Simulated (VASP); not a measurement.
# HfC (P6_3/mmc) in VASP: a series of runs

Runs on HfC. Level: LDA. Tasks: single point.

Program: VASP 6.6.1. These are calculated values, not measurements. Logs are shortened: lines on timing, memory, paths and dates and some standing lists are left out, and cuts for length are marked.

## (1) The cell of the first run

It takes space group P6_3/mmc (No. 194, hexagonal). The conventional cell has a = 3.298 Å, b = 3.298 Å, c = 5.132 Å, α = 90.00°, β = 90.00°, γ = 120.00°. Within 3.0 Å of Hf (site symmetry -6m2) lie 6 C at 2.30 Å. Within 3.0 Å of C (site symmetry -3m) lie 6 Hf at 2.30 Å and 2 C at 2.57 Å.

## (2) Single point, LDA

Input file INCAR:

```
SYSTEM = HfC
ALGO = Normal
EDIFF = 1E-7
ENCUT = 520
ISIF = 2
ISMEAR = 0
LASPH = .TRUE.
LCHARG = .FALSE.
LREAL = .FALSE.
LWAVE = .FALSE.
NBANDS = 22
NELM = 80
PREC = Accurate
SIGMA = 0.1
```

Input file KPOINTS:

```
k-points
0
G
  8 8 5
  0 0 0
```

Input file POSCAR:

```
HfC
1.0
    3.2976865968      0.0000000000      0.0000000000
   -1.6488432984      2.8558804875      0.0000000000
    0.0000000000      0.0000000000      5.1323984344
Hf C
2 2
Direct
    0.6666666667      0.3333333333      0.7500000000
    0.3333333333      0.6666666667      0.2500000000
    0.0000000000      0.0000000000      0.0000000000
    0.0000000000      0.0000000000      0.5000000000
```

Potentials or basis: VASP PAW LDA potentials, release 64 (Hf_pv, C).

On the command line:

```
$ cat potpaw_LDA.64/Hf_pv/POTCAR potpaw_LDA.64/C/POTCAR > POTCAR
$ mpirun -np 1 vasp_std > vasp.out
```

OUTCAR:

```text
SYSTEM = HfC
   EDIFF = 1E-7
   ENCUT = 520
   ISIF = 2
   ISMEAR = 0
   LASPH = .TRUE.
   LREAL = .FALSE.
   NELM = 80
   PREC = Accurate

 ion  position               nearest neighbor table
   1  0.667  0.333  0.750-   3 2.30   4 2.30   3 2.30   4 2.30   3 2.30   4 2.30   2 3.20   2 3.20
                             2 3.20   2 3.20   2 3.20   2 3.20
   2  0.333  0.667  0.250-   3 2.30   4 2.30   3 2.30   4 2.30   3 2.30   4 2.30   1 3.20   1 3.20
                             1 3.20   1 3.20   1 3.20   1 3.20
   3  0.000  0.000  0.000-   1 2.30   2 2.30   1 2.30   2 2.30   1 2.30   2 2.30
   4  0.000  0.000  0.500-   1 2.30   2 2.30   1 2.30   2 2.30   1 2.30   2 2.30

  LATTYP: Found a hexagonal cell.
 ALAT       =     3.2976865968
 C/A-ratio  =     1.5563633122

  Lattice vectors:

 A1 = (   3.2976865968,   0.0000000000,   0.0000000000)
 A2 = (  -1.6488432984,   2.8558804875,   0.0000000000)
 A3 = (   0.0000000000,   0.0000000000,   5.1323984344)

Analysis of symmetry for initial positions (statically):
=====================================================================
 Subroutine PRICEL returns:
 Original cell was already a primitive cell.

 Routine SETGRP: Setting up the symmetry group for a
 hexagonal supercell.

 Subroutine GETGRP returns: Found 24 space group operations
 (whereof 12 operations were pure point group operations)
 out of a pool of 24 trial point group operations.

The static configuration has the point symmetry D_3d.
 The point group associated with its full space group is D_6h.

Analysis of symmetry for dynamics (positions and initial velocities):
=====================================================================
 Subroutine PRICEL returns:
 Original cell was already a primitive cell.

 Routine SETGRP: Setting up the symmetry group for a
 hexagonal supercell.

 Subroutine GETGRP returns: Found 24 space group operations
 (whereof 12 operations were pure point group operations)
 out of a pool of 24 trial point group operations.

The dynamic configuration has the point symmetry D_3d.
 The point group associated with its full space group is D_6h.

 Subroutine INISYM returns: Found 24 space group operations
 (whereof 12 operations are pure point group operations),
 and found     1 'primitive' translations

----------------------------------------------------------------------------------------

                                     Primitive cell

  volume of cell :      48.3359

  direct lattice vectors                    reciprocal lattice vectors
     3.297686597  0.000000000  0.000000000     0.303242886  0.175077354  0.000000000
    -1.648843298  2.855880487  0.000000000     0.000000000  0.350154709  0.000000000
     0.000000000  0.000000000  5.132398434     0.000000000  0.000000000  0.194840680

  length of vectors
     3.297686597  3.297686702  5.132398434     0.350154720  0.350154709  0.194840680

  position of ions in fractional coordinates (direct lattice)
     0.666666667  0.333333333  0.750000000
     0.333333333  0.666666667  0.250000000
     0.000000000  0.000000000  0.000000000
     0.000000000  0.000000000  0.500000000

  ion indices of the primitive-cell ions
   primitive index   ion index
                 1           1
                 2           2
                 3           3
                 4           4

----------------------------------------------------------------------------------------

 KPOINTS: k-points

Automatic generation of k-mesh.
 Grid dimensions read from file:
 generate k-points for:    8    8    5

 Generating k-lattice:

  Cartesian coordinates                     Fractional coordinates (reciprocal lattice)
     0.037905361  0.021884669  0.000000000     0.125000000  0.000000000  0.000000000
     0.000000000  0.043769339  0.000000000     0.000000000  0.125000000  0.000000000
     0.000000000  0.000000000  0.038968136     0.000000000  0.000000000  0.200000000

  Length of vectors
     0.043769340  0.043769339  0.038968136

  Shift w.r.t. Gamma in fractional coordinates (k-lattice)
     0.000000000  0.000000000  0.000000000

 Subroutine IBZKPT returns following result:
 ===========================================

 Found     30 irreducible k-points:

 Following reciprocal coordinates:
            Coordinates               Weight
  0.000000  0.000000  0.000000      1.000000
  0.125000 -0.000000  0.000000      6.000000
  0.250000 -0.000000  0.000000      6.000000
  0.375000 -0.000000  0.000000      6.000000
  0.500000 -0.000000  0.000000      3.000000
  0.125000  0.125000  0.000000      6.000000
[... 16 lines left out ...]
  0.250000 -0.000000  0.400000     12.000000
  0.375000 -0.000000  0.400000     12.000000
 [... further k-points ...]
   k-points           NKPTS =     30   k-points in BZ     NKDIM =     30   number of bands    NBANDS=     22
   number of dos      NEDOS =    301   number of ions     NIONS =      4
   total plane-waves  NPLWV =  31360
   dimension x,y,z NGX =    28 NGY =   28 NGZ =   40
   dimension x,y,z NGXF=    56 NGYF=   56 NGZF=   80
   ions per type =               2   2
   NGX,Y,Z   is equivalent  to a cutoff of  14.12, 14.12, 12.96 a.u.
   NGXF,Y,Z  is equivalent  to a cutoff of  28.23, 28.23, 25.91 a.u.
 SYSTEM =  HfC
   PREC   = accura    normal or accurate (medium, high low for compatibility)
   ISTART =      0    job   : 0-new  1-cont  2-samecut
   ICHARG =      2    charge: 1-file 2-atom 10-const
   ISPIN  =      1    spin polarized calculation?
   LNONCOLLINEAR =      F non collinear calculations
   LSORBIT =      F    spin-orbit coupling
   LASPH  =      T    aspherical Exc in radial PAW
   ENCUT  =  520.0 eV  38.22 Ry    6.18 a.u.   6.13  6.13  9.54*2*pi/ulx,y,z
   NELM   =     80;   NELMIN=  2; NELMDL= -5     # of ELM steps
   EDIFF  = 0.1E-06   stopping-criterion for ELM
   LREAL  =      F    real-space projection
   EDIFFG = 0.1E-05   stopping-criterion for IOM
   NSW    =      0    number of steps for IOM
   IBRION =     -1    ionic relax: 0-MD 1-quasi-New 2-CG
   NFREE  =      0    steps in history (QN), initial steepest desc. (CG)
   ISIF   =      2    stress and relaxation
   ISYM   =      2    0-nonsym 1-usesym 2-fastsym
   POTIM  = 0.5000    time-step for ionic-motion
   TEBEG  =    0.0;   TEEND  =   0.0 temperature during run
   PSTRESS=    0.0 pullay stress
   NELECT =      28.0000    total number of electrons
   NUPDOWN=      -1.0000    fix difference up-down
   EMIN   =  10.00;   EMAX   =-10.00  energy-range for DOS
   EFERMI =   0.00;   METHOD = LEGACY
   ISMEAR =     0;   SIGMA  =   0.10  broadening in eV -4-tet -1-fermi 0-gaus
   EFERMI_NEDOS =   21; number of points for ismear=-14 and -15
   IALGO  =     38    algorithm
   IMIX   =      4    mixing-type and parameters
     AMIX     =   0.40;   BMIX     =  1.00
     AMIX_MAG =   1.60;   BMIX_MAG =  1.00
  volume/ion in A,a.u.               =      12.08        81.55
  Fermi-wavevector in a.u.,A,eV,Ry     =   1.364701  2.578911 25.339619  1.862409
  Thomas-Fermi vector in A             =   2.490994
   LORBIT       =      0    0 simple, 1 ext, 2 COOP (PROOUT), +10 PAW based schemes
   GGA     = CA    functional components
   LHFCALC =     F    Hartree Fock is set to
   AEXX    =    0.0000 exact exchange contribution
   IVDW    =     0    specifies the selected vdW correction
   LEPSILON=     F    determine dielectric tensor
   LRPA    =     F    only Hartree local field effects (RPA)
 non-spin polarized calculation
 Gauss-broadening in eV      SIGMA  =   0.10
  energy-cutoff  :      520.00
  volume of cell :       48.34
 maximum number of plane-waves:      1315
 NGX is ok and might be reduce to    28
   NGX = 13   NGY = 13   NGZ = 19

 number of electron      28.0000001 magnetization

 Free energy of the ion-electron system (eV)
  ---------------------------------------------------
  ext. energy  EPLUGINS =         0.00000000
  ---------------------------------------------------
  free energy    TOTEN  =       -45.02855192 eV

  energy without entropy =      -45.02320891  energy(sigma->0) =      -45.02588042

 E-fermi :   6.4815     XC(G=0): -12.6782

 val. band max:        6.4650302838   @ k =   0.0000   0.0000   0.2000
 cond. band min:       6.4856766550   @ k =   0.2500   0.2500   0.2000
 fundamental gap:      0.0206463712
 Fermi energy:         6.4814892214

 k-point     1 :       0.0000    0.0000    0.0000
  band No.  band energies     occupation
      1     -23.7626      2.00000
      2     -23.0885      2.00000
      3     -23.0885      2.00000
      4     -22.9844      2.00000
      5     -22.9844      2.00000
      6     -22.8860      2.00000
[... 14 lines left out ...]
     21      11.0120      0.00000
     22      15.0857      0.00000

 k-point     2 :       0.1250   -0.0000    0.0000
  band No.  band energies     occupation
      1     -23.7201      2.00000
      2     -23.1748      2.00000
      3     -23.1209      2.00000
      4     -23.0642      2.00000
      5     -22.9880      2.00000
      6     -22.9024      2.00000
[... 14 lines left out ...]
     21      11.8056      0.00000
     22      14.4179      0.00000

 k-point     3 :       0.2500   -0.0000    0.0000
  band No.  band energies     occupation
      1     -23.6060      2.00000
      2     -23.3840      2.00000
      3     -23.2440      2.00000
      4     -23.1897      2.00000
      5     -23.0055      2.00000
      6     -22.9532      2.00000
[... 14 lines left out ...]
     21      13.4534      0.00000
     22      13.5073      0.00000
[... 476 lines left out ...]
 k-point    23 :       0.2500   -0.0000    0.4000
  band No.  band energies     occupation
      1     -23.5331      2.00000
      2     -23.4276      2.00000
      3     -23.1799      2.00000
      4     -23.1268      2.00000
      5     -23.0699      2.00000
      6     -23.0555      2.00000
[... 14 lines left out ...]
     21      13.6138      0.00000
     22      13.7970      0.00000

 k-point    24 :       0.3750   -0.0000    0.4000
  band No.  band energies     occupation
      1     -23.6596      2.00000
      2     -23.5945      2.00000
      3     -23.1760      2.00000
      4     -23.1734      2.00000
      5     -23.1069      2.00000
      6     -23.0622      2.00000
[... 14 lines left out ...]
     21      14.1111      0.00000
     22      14.3730      0.00000

 [... further k-points ...]

------------------------ aborting loop because EDIFF is reached ----------------------------------------

  FORCE on cell =-STRESS in cart. coord.  units (eV):
  Direction    XX          YY          ZZ          XY          YZ          ZX
  --------------------------------------------------------------------------------------
  -------------------------------------------------------------------------------------
  Total       -1.1342072     -1.1342073     -0.3627280      0.0000000      0.0000000      0.0000000
  in kB      -37.5952696    -37.5952727    -12.0232508      0.0000000      0.0000000      0.0000000
  external PRESSURE =     -29.0712644 kB  Pullay stress =       0.0000000 kB

 VOLUME and BASIS-vectors are now :
 -----------------------------------------------------------------------------
  energy-cutoff  :      520.00
  volume of cell :       48.34
      direct lattice vectors                 reciprocal lattice vectors
     3.297686597  0.000000000  0.000000000     0.303242886  0.175077354  0.000000000
    -1.648843298  2.855880487  0.000000000     0.000000000  0.350154709  0.000000000
     0.000000000  0.000000000  5.132398434     0.000000000  0.000000000  0.194840680

 POSITION                                       TOTAL-FORCE (eV/Angst)
 -----------------------------------------------------------------------------------
      1.64884      0.95196      3.84930        -0.000000     -0.000000      0.000000
     -0.00000      1.90392      1.28310         0.000000      0.000000      0.000000
      0.00000      0.00000      0.00000         0.000000      0.000000      0.000000
      0.00000      0.00000      2.56620         0.000000      0.000000      0.000000
 -----------------------------------------------------------------------------------
    total drift:                                0.000000     -0.000000      0.000000

  FREE ENERGIE OF THE ION-ELECTRON SYSTEM (eV)
  ---------------------------------------------------
  free  energy   TOTEN  =       -45.0285519221 eV

  energy  without entropy=      -45.0232089103  energy(sigma->0) =      -45.02588042
```

Wall time 60 s (1 thread of Intel Xeon 6975P-C, shared host); peak memory 0.17 GiB.

Results:

| Quantity | Value |
| --- | --- |
| Free energy | -45.0286 eV |
| Pressure | -2.9 GPa |
| Band gap on the k mesh | zero (band 14 reaches 7.62 eV, above the bottom of band 15 at 6.42 eV) |

Stress tensor (GPa, compression positive):
```
-3.76  0.00  0.00
 0.00 -3.76  0.00
 0.00  0.00 -1.20
```

Caveat: spin-orbit coupling is left out, which moves the levels of the heavy elements.

## (3) Single point, LDA

This run uses another cell than the first one, of 12.59 Å³/atom, 1.042 times its volume.

Input file INCAR:

```
SYSTEM = HfC
PREC     = Accurate       ! precision mode
ENCUT    = 520            ! plane-wave cutoff, eV
EDIFF    = 1E-7           ! SCF threshold, eV
ISMEAR   = 0              ! smearing method
SIGMA    = 0.1            ! smearing width, eV
LREAL    = .FALSE.        ! projectors in reciprocal space
LASPH    = .TRUE.         ! aspherical terms in the spheres
NELM     = 100            ! most SCF steps
ALGO     = Normal         ! electronic algorithm
ISIF     = 2              ! what is computed and relaxed
LWAVE    = .FALSE.        ! write WAVECAR
LCHARG   = .FALSE.        ! write CHGCAR
GGA      = CA             ! functional
NBANDS   = 22             ! bands
```

Input file KPOINTS:

```
Automatic mesh
0
G
  8 8 5
  0 0 0
```

Input file POSCAR:

```
HfC
1.0
    3.3428660000      0.0000000000      0.0000000000
   -1.6714330000      2.8950070000      0.0000000000
    0.0000000000      0.0000000000      5.2027140000
Hf C
2 2
Direct
    0.6666666667      0.3333333333      0.7500000000
    0.3333333333      0.6666666667      0.2500000000
    0.0000000000      0.0000000000      0.0000000000
    0.0000000000      0.0000000000      0.5000000000
```

Potentials or basis: VASP PAW LDA potentials, release 64 (Hf_pv, C).

On the command line:

```
$ cat potpaw_LDA.64/Hf_pv/POTCAR potpaw_LDA.64/C/POTCAR > POTCAR
$ mpirun -np 1 vasp_std > vasp.out
```

It took 63 s on 1 thread of Intel Xeon 6975P-C, shared host; peak memory 0.17 GiB.

Results (log left out):

* Free energy: -44.9310 eV
* Pressure: -12.4 GPa
* Band gap on the k mesh: zero (band 14 reaches 7.27 eV, above the bottom of band 15 at 6.11 eV)

Stress tensor (GPa, compression positive):
```
-13.45   0.00   0.00
  0.00 -13.45   0.00
  0.00   0.00 -10.28
```

Levels at points of the mesh, in eV from the Fermi level:
| k point | band 10 | band 11 | band 12 | band 13 | band 14 | band 15 | band 16 | band 17 | band 18 | band 19 |
| --- | --- | --- | --- | --- | --- | --- | --- | --- | --- | --- |
| (0.00, 0.00, 0.00) | -2.97 | -2.97 | -1.08 | -1.08 | 1.10 | 1.51 | 1.51 | 1.98 | 1.98 | 2.42 |
| (0.50, 0.00, 0.00) | -3.88 | -3.34 | -3.12 | -1.66 | -0.96 | 1.57 | 4.39 | 4.84 | 4.88 | 5.59 |

Caveat: spin-orbit coupling is left out, which moves the levels of the heavy elements.

## (4) Single point, LDA

This run uses another cell than the first one, of 13.09 Å³/atom, 1.083 times its volume.

INCAR: that of step 3 with these lines changed.

```diff
@@ -3,3 +3,3 @@
 ENCUT    = 520            ! plane-wave cutoff, eV
-EDIFF    = 1E-7           ! SCF threshold, eV
+EDIFF    = 1E-6           ! SCF threshold, eV
 ISMEAR   = 0              ! smearing method
@@ -12,4 +12,5 @@
 LWAVE    = .FALSE.        ! write WAVECAR
-LCHARG   = .FALSE.        ! write CHGCAR
-GGA      = CA             ! functional
+LCHARG   = .TRUE.         ! write CHGCAR
+LELF     = .TRUE.         ! ELF
+LVHAR    = .TRUE.       
 NBANDS   = 22             ! bands
```

KPOINTS is that of step 3.

Input file POSCAR:

```
HfC
1.0
    3.3868561236      0.0000000000      0.0000000000
   -1.6934280618      2.9331035662      0.0000000000
    0.0000000000      0.0000000000      5.2711786145
Hf C
2 2
Direct
    0.6666666667      0.3333333333      0.7500000000
    0.3333333333      0.6666666667      0.2500000000
    0.0000000000      0.0000000000      0.0000000000
    0.0000000000      0.0000000000      0.5000000000
```

On the command line:

```
$ cat potpaw_LDA.64/Hf_pv/POTCAR potpaw_LDA.64/C/POTCAR > POTCAR
$ mpirun -np 1 vasp_std > vasp.out
```

Run time: 63 s. Hardware: 1 thread of Intel Xeon 6975P-C, shared host; peak memory 0.17 GiB.

It converged, with:

| Property | Result |
| --- | --- |
| Free energy | -44.7260 eV |
| Pressure | -20.0 GPa |
| Band gap on the k mesh | zero (band 14 reaches 6.94 eV, above the bottom of band 15 at 5.82 eV) |

Stress tensor (GPa, compression positive):
```
-21.28   0.00   0.00
  0.00 -21.28   0.00
  0.00   0.00 -17.55
```

Levels at points of the mesh, in eV from the Fermi level:
| k point | band 11 | band 12 | band 13 | band 14 | band 15 | band 16 | band 17 | band 18 |
| --- | --- | --- | --- | --- | --- | --- | --- | --- |
| (0.00, 0.00, 0.00) | -2.87 | -1.04 | -1.04 | 1.06 | 1.46 | 1.46 | 1.90 | 1.90 |
| (0.50, 0.00, 0.00) | -3.23 | -3.08 | -1.61 | -1.00 | 1.48 | 4.19 | 4.61 | 4.62 |

Caveat: spin-orbit coupling is left out, which moves the levels of the heavy elements.

## (5) Single point, LDA

This run uses another cell than the first one, of 13.59 Å³/atom, 1.125 times its volume.

Input file INCAR:

```
SYSTEM = HfC
PREC     = Accurate       ! precision mode
ENCUT    = 520            ! plane-wave cutoff, eV
EDIFF    = 1E-6           ! SCF threshold, eV
ISMEAR   = 0              ! smearing method
SIGMA    = 0.1            ! smearing width, eV
LREAL    = .False.        ! projectors in reciprocal space
LASPH    = .True.         ! aspherical terms in the spheres
NELM     = 60             ! most SCF steps
ALGO     = Normal         ! electronic algorithm
ISIF     = 2              ! what is computed and relaxed
LWAVE    = .False.        ! write WAVECAR
LCHARG   = .True.         ! write CHGCAR
GGA      = CA             ! functional
LELF     = .True.         ! ELF
LVHAR    = .True.       
NBANDS   = 22             ! bands
```

Input file KPOINTS:

```
Automatic mesh
0
Gamma
  8 8 5
  0 0 0
```

Input file POSCAR:

```
HfC
1.0
    3.4297322718      0.0000000000      0.0000000000
   -1.7148661359      2.9702354013      0.0000000000
    0.0000000000      0.0000000000      5.3379094785
Hf C
2 2
Direct
    0.6666666667      0.3333333333      0.7500000000
    0.3333333333      0.6666666667      0.2500000000
    0.0000000000      0.0000000000      0.0000000000
    0.0000000000      0.0000000000      0.5000000000
```

On the command line:

```
$ cat potpaw_LDA.64/Hf_pv/POTCAR potpaw_LDA.64/C/POTCAR > POTCAR
$ mpirun -np 1 vasp_std > vasp.out
```

Wall time 74 s (1 thread of Intel Xeon 6975P-C, shared host); peak memory 0.17 GiB.

The run converged. Its results:

- Free energy: -44.4345 eV
- Pressure: -26.2 GPa
- Band gap on the k mesh: zero (band 14 reaches 6.63 eV, above the bottom of band 15 at 5.56 eV)

Stress tensor (GPa, compression positive):
```
-27.61   0.00   0.00
  0.00 -27.61   0.00
  0.00   0.00 -23.40
```

Levels at points of the mesh, in eV from the Fermi level:
```csv
k point,band 12,band 13,band 14,band 15,band 16,band 17
"(0.00, 0.00, 0.00)",-1.01,-1.01,1.02,1.41,1.41,1.82
"(0.50, 0.00, 0.00)",-3.04,-1.56,-1.03,1.39,4.00,4.39
```

Caveat: spin-orbit coupling is left out, which moves the levels of the heavy elements.

[end of part 1 of 2]
